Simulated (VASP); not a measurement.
# KBr (Fm-3m) in VASP: further runs

The runs below take KBr through single point, with PBE.

Program: VASP 6.6.1. These are calculated values, not measurements. Logs are shortened: lines on timing, memory, paths and dates and some standing lists are left out, and cuts for length are marked.

**1. The cell of the first run**

Symmetry: Fm-3m, No. 225, cubic system. Conventional cell: a = 6.700 Å, b = 6.700 Å, c = 6.700 Å, α = 90.00°, β = 90.00°, γ = 90.00°. Within 4.4 Å of K (site symmetry m-3m) lie 6 Br at 3.35 Å. Within 4.4 Å of Br (site symmetry m-3m) lie 6 K at 3.35 Å.

**2. Single point, PBE**

INCAR reads:

```
SYSTEM = KBr
PREC = Accurate ; ENCUT = 500
EDIFF = 1E-6 ; ISMEAR = 0
SIGMA = 0.02 ; LREAL = .False.
LASPH = .True. ; NELM = 120
ALGO = Normal ; ISIF = 2
LWAVE = .False. ; LCHARG = .False.
GGA = PE ; NBANDS = 15
GGA_COMPAT = .False.
```

KPOINTS reads:

```
regular mesh
0
Gamma
  6 6 6
  0 0 0
```

POSCAR reads:

```
KBr
1.0
    0.0000000000      3.3497786911      3.3497786911
    3.3497786911      0.0000000000      3.3497786911
    3.3497786911      3.3497786911      0.0000000000
K Br
1 1
Direct
    0.0000000000      0.0000000000      0.0000000000
    0.5000000000      0.5000000000      0.5000000000
```

Potentials or basis: VASP PAW PBE potentials, release 64 (K_sv, Br).

Started as:

```bash
cat potpaw_PBE.64/K_sv/POTCAR potpaw_PBE.64/Br/POTCAR > POTCAR
mpirun -np 1 vasp_std > vasp.out
```

OUTCAR:

```text
SYSTEM = KBr
   PREC = Accurate
   ENCUT = 500
   EDIFF = 1E-6
   ISMEAR = 0
   LREAL = .False.
   LASPH = .True.
   NELM = 120
   ISIF = 2
   GGA = PE

 ion  position               nearest neighbor table
   1  0.000  0.000  0.000-
   2  0.500  0.500  0.500-

  LATTYP: Found a face centered cubic cell.
 ALAT       =     6.6995573822

  Lattice vectors:

 A1 = (   0.0000000000,   3.3497786911,   3.3497786911)
 A2 = (   3.3497786911,   0.0000000000,   3.3497786911)
 A3 = (   3.3497786911,   3.3497786911,   0.0000000000)

Analysis of symmetry for initial positions (statically):
=====================================================================
 Subroutine PRICEL returns:
 Original cell was already a primitive cell.

 Routine SETGRP: Setting up the symmetry group for a
 face centered cubic supercell.

 Subroutine GETGRP returns: Found 48 space group operations
 (whereof 48 operations were pure point group operations)
 out of a pool of 48 trial point group operations.

The static configuration has the point symmetry O_h .

Analysis of symmetry for dynamics (positions and initial velocities):
=====================================================================
 Subroutine PRICEL returns:
 Original cell was already a primitive cell.

 Routine SETGRP: Setting up the symmetry group for a
 face centered cubic supercell.

 Subroutine GETGRP returns: Found 48 space group operations
 (whereof 48 operations were pure point group operations)
 out of a pool of 48 trial point group operations.

The dynamic configuration has the point symmetry O_h .

 Subroutine INISYM returns: Found 48 space group operations
 (whereof 48 operations are pure point group operations),
 and found     1 'primitive' translations

----------------------------------------------------------------------------------------

                                     Primitive cell

  volume of cell :      75.1758

  direct lattice vectors                    reciprocal lattice vectors
     0.000000000  3.349778691  3.349778691    -0.149263592  0.149263592  0.149263592
     3.349778691  0.000000000  3.349778691     0.149263592 -0.149263592  0.149263592
     3.349778691  3.349778691  0.000000000     0.149263592  0.149263592 -0.149263592

  length of vectors
     4.737302456  4.737302456  4.737302456     0.258532125  0.258532125  0.258532125

  position of ions in fractional coordinates (direct lattice)
     0.000000000  0.000000000  0.000000000
     0.500000000  0.500000000  0.500000000
[... 78 lines left out ...]
   PSTRESS=    0.0 pullay stress
   NELECT =      16.0000    total number of electrons
   NUPDOWN=      -1.0000    fix difference up-down
   EMIN   =  10.00;   EMAX   =-10.00  energy-range for DOS
   EFERMI =   0.00;   METHOD = LEGACY
   ISMEAR =     0;   SIGMA  =   0.02  broadening in eV -4-tet -1-fermi 0-gaus
   EFERMI_NEDOS =   21; number of points for ismear=-14 and -15
   IALGO  =     38    algorithm
   IMIX   =      4    mixing-type and parameters
     AMIX     =   0.40;   BMIX     =  1.00
     AMIX_MAG =   1.60;   BMIX_MAG =  1.00
  volume/ion in A,a.u.               =      37.59       253.66
  Fermi-wavevector in a.u.,A,eV,Ry     =   0.977437  1.847088 12.998772  0.955383
  Thomas-Fermi vector in A             =   2.108134
   LORBIT       =      0    0 simple, 1 ext, 2 COOP (PROOUT), +10 PAW based schemes
   GGA     = PE    functional components
   LHFCALC =     F    Hartree Fock is set to
   AEXX    =    0.0000 exact exchange contribution
   IVDW    =     0    specifies the selected vdW correction
   LEPSILON=     F    determine dielectric tensor
   LRPA    =     F    only Hartree local field effects (RPA)
 non-spin polarized calculation
 Gauss-broadening in eV      SIGMA  =   0.02
  energy-cutoff  :      500.00
  volume of cell :       75.18
 maximum number of plane-waves:      1932
 NGX is ok and might be reduce to    36
   NGX = 17   NGY = 17   NGZ = 17

 number of electron      16.0000000 magnetization

 Free energy of the ion-electron system (eV)
  ---------------------------------------------------
  ext. energy  EPLUGINS =         0.00000000
  ---------------------------------------------------
  free energy    TOTEN  =        -6.22345487 eV

  energy without entropy =       -6.22345487  energy(sigma->0) =       -6.22345487

 E-fermi :  -1.7940     XC(G=0):  -7.1930

 val. band max:       -1.9127275400   @ k =   0.0000   0.0000   0.0000
 cond. band min:       2.4036062957   @ k =   0.0000   0.0000   0.0000
 fundamental gap:      4.3163338357
 Fermi energy:        -1.7939682229

 k-point     1 :       0.0000    0.0000    0.0000
  band No.  band energies     occupation
      1     -29.7927      2.00000
      2     -14.1525      2.00000
      3     -13.2662      2.00000
      4     -13.2662      2.00000
      5     -13.2662      2.00000
      6      -1.9127      2.00000
      7      -1.9127      2.00000
      8      -1.9127      2.00000
      9       2.4036      0.00000
     10       5.6781      0.00000
     11       5.6781      0.00000
     12       5.6781      0.00000
     13       6.4736      0.00000
     14       6.4736      0.00000
[... 257 lines left out ...]
      2     -14.1364      2.00000
      3     -13.3296      2.00000
      4     -13.3072      2.00000
      5     -13.2046      2.00000
      6      -2.5780      2.00000
      7      -2.3510      2.00000
      8      -2.3334      2.00000
      9       4.6809      0.00000
     10       5.8260      0.00000
     11       6.2640      0.00000
     12       7.1530      0.00000
     13       7.9558      0.00000
     14       8.7275      0.00000
     15       9.1817      0.00000

------------------------ aborting loop because EDIFF is reached ----------------------------------------

  FORCE on cell =-STRESS in cart. coord.  units (eV):
  Direction    XX          YY          ZZ          XY          YZ          ZX
  --------------------------------------------------------------------------------------
  -------------------------------------------------------------------------------------
  Total        0.0303810      0.0303810      0.0303810      0.0000000      0.0000000      0.0000000
  in kB        0.6474919      0.6474919      0.6474919      0.0000000      0.0000000      0.0000000
  external PRESSURE =       0.6474919 kB  Pullay stress =       0.0000000 kB

 VOLUME and BASIS-vectors are now :
 -----------------------------------------------------------------------------
  energy-cutoff  :      500.00
  volume of cell :       75.18
      direct lattice vectors                 reciprocal lattice vectors
     0.000000000  3.349778691  3.349778691    -0.149263592  0.149263592  0.149263592
     3.349778691  0.000000000  3.349778691     0.149263592 -0.149263592  0.149263592
     3.349778691  3.349778691  0.000000000     0.149263592  0.149263592 -0.149263592

 POSITION                                       TOTAL-FORCE (eV/Angst)
 -----------------------------------------------------------------------------------
      0.00000      0.00000      0.00000         0.000000     -0.000000     -0.000000
      3.34978      3.34978      3.34978        -0.000000      0.000000      0.000000
 -----------------------------------------------------------------------------------
    total drift:                                0.000000      0.000000      0.000000

  FREE ENERGIE OF THE ION-ELECTRON SYSTEM (eV)
  ---------------------------------------------------
  free  energy   TOTEN  =        -6.2234548696 eV

  energy  without entropy=       -6.2234548696  energy(sigma->0) =       -6.22345487
```

stdout:

```text
POSCAR found type information on POSCAR K Br
 POSCAR found :  2 types and       2 ions
 scaLAPACK will be used
 LDA part: xc-table for (Slater+PW92), standard interpolation
 POSCAR, INCAR and KPOINTS ok, starting setup
 FFT: planning ... GRIDC
 FFT: planning ... GRID_SOFT
 FFT: planning ... GRID
 WAVECAR not read
 entering main loop
```

It took 40 s on 1 thread of Intel Xeon 8259CL, shared host; peak memory 0.21 GiB.

What came out:

```yaml
Free_energy: -6.2235 eV
Pressure: 0.1 GPa
Band_gap_on_the_k_mesh: 4.32 eV, direct
```

A hybrid or GW would open this gap; PBE tends to underestimate it.

**3. Single point, PBE**

INCAR reads:

```
SYSTEM = KBr
ALGO     = Normal         ! electronic algorithm
EDIFF    = 1E-6           ! SCF threshold, eV
ENCUT    = 500            ! plane-wave cutoff, eV
GGA      = PE             ! functional
GGA_COMPAT= .FALSE.      
ISIF     = 2              ! what is computed and relaxed
ISMEAR   = 0              ! smearing method
LASPH    = .TRUE.         ! aspherical terms in the spheres
LCHARG   = .FALSE.        ! write CHGCAR
LREAL    = .FALSE.        ! projectors in reciprocal space
LWAVE    = .FALSE.        ! write WAVECAR
NBANDS   = 15             ! bands
NELM     = 120            ! most SCF steps
PREC     = Accurate       ! precision mode
SIGMA    = 0.02           ! smearing width, eV
```

KPOINTS reads:

```
k-points
0
G
  6 6 6
  0 0 0
```

POSCAR reads:

```
KBr
1.0
    0.0000000000      3.3504479232      3.3504479232
    3.3504479232      0.0000000000      3.3504479232
    3.3504479232      3.3504479232      0.0000000000
K Br
1 1
Direct
    0.0000000000      0.0000000000      0.0000000000
    0.5000000000      0.5000000000      0.5000000000
```

Potentials or basis: VASP PAW PBE potentials, release 64 (K_sv, Br).

Started as:

```bash
cat potpaw_PBE.64/K_sv/POTCAR potpaw_PBE.64/Br/POTCAR > POTCAR
mpirun -np 1 vasp_std > vasp.out
```

Wall time 40 s (1 thread of Intel Xeon 8259CL, shared host); peak memory 0.21 GiB.

It converged, with:

- Free energy: -6.2235 eV
- Pressure: 0.1 GPa
- Band gap on the k mesh: 4.31 eV, direct

Levels at points of the mesh, in eV from the valence-band top:
| k point | band 6 | band 7 | band 8 | band 9 | band 10 | band 11 |
| --- | --- | --- | --- | --- | --- | --- |
| (0.00, 0.00, 0.00) | 0.00 | 0.00 | 0.00 | 4.31 | 7.59 | 7.59 |
| (0.50, 0.00, 0.00) | -1.09 | -0.30 | -0.30 | 6.49 | 8.06 | 9.64 |
| (0.50, 0.50, 0.00) | -0.77 | -0.27 | -0.27 | 5.91 | 7.03 | 9.26 |

Expect the measured gap to be larger: semilocal functionals such as PBE lack the derivative discontinuity.
